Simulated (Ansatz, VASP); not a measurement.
# Two plane-wave programs on Au

```
CELL_PARAMETERS angstrom
0.00000 2.06199 2.06199
2.06199 0.00000 2.06199
2.06199 2.06199 0.00000
ATOMIC_POSITIONS crystal
Au 0.00000 0.00000 0.00000
```

Change from the starting cell: volume scaled by 1, PAW files.

Alike in both runs: task single point; functional r2SCAN; k mesh 16 × 16 × 16; occupations fermi-dirac, width 0.05 eV; no spin polarisation.

```csv
,VASP,Ansatz
version,VASP 6.6.1,Ansatz 0.2.0
potentials or method,"VASP PAW PBE potentials, release 64 (Au)","PAW with Ansatz's default frozen-core files, scalar-relativistic"
plane-wave cutoff (eV),520,500
valence electrons in the cell,11,19
```

Ansatz gave:

- pressure (GPa): 0.0

Q: Which values does VASP return?

A: Pressure (GPa): 0.3.

VASP's potentials were made for PBE, not for r2SCAN. VASP's potentials hold 11 valence electrons a cell and Ansatz's 19, so a difference there can come from the potentials and not from the codes.

Neither program's run includes spin-orbit coupling.
